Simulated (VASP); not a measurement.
Crystal: As.

```
CELL_PARAMETERS angstrom
2.75002 0.00000 0.00000
0.00000 3.90578 0.00000
0.00000 0.00000 6.28823
ATOMIC_POSITIONS crystal
As 0.50000 0.50000 0.79698
As 0.50000 0.50000 0.20302
As 0.50000 0.00000 0.50000
```

The cell was generated, and may not be a known phase.

```yaml
Program: VASP 6.6.1
Task: relaxation of cell and atoms
Functional: PBE
Potentials_or_basis: VASP PAW PBE potentials, release 64 (As)
Cutoff: 600 eV
k_mesh: 16 × 12 × 8
Occupations: gaussian, width 0.1 eV
Spin: no spin polarisation
```

At the start: pressure -0.0 GPa; volume 22.51 Å³/atom.

**Question.** How do energy, volume and symmetry change on relaxing?

**Answer.** Over 6 steps the energy falls by 2.6 meV/atom and the volume is 22.48 Å³/atom (-0.2 %); space group Pmmm (No. 47, to 0.1 Å) before and after.

The path:
| step | energy change (eV) | largest force (eV/Å) | pressure (GPa) | volume (Å³) |
| --- | --- | --- | --- | --- |
| 1 | 0.0000 | 0.1537 | -0.01 | 67.54 |
| 2 | -0.0058 | 0.0734 | -0.06 | 67.53 |
| 3 | -0.0074 | 0.0115 | -0.03 | 67.50 |
| 4 | -0.0077 | 0.0088 | -0.05 | 67.51 |
| 5 | -0.0077 | 0.0114 | -0.05 | 67.51 |
| 6 | -0.0077 | 0.0072 | 0.03 | 67.43 |

Final structure:
```xyz
3
Lattice="2.7114 0.0000 0.0000 0.0000 3.9158 0.0000 0.0000 0.0000 6.3511" Properties=species:S:1:pos:R:3 pbc="T T T"
As    1.3557    1.9579    5.0473
As    1.3557    1.9579    1.3038
As    1.3557    3.9158    3.1756
```
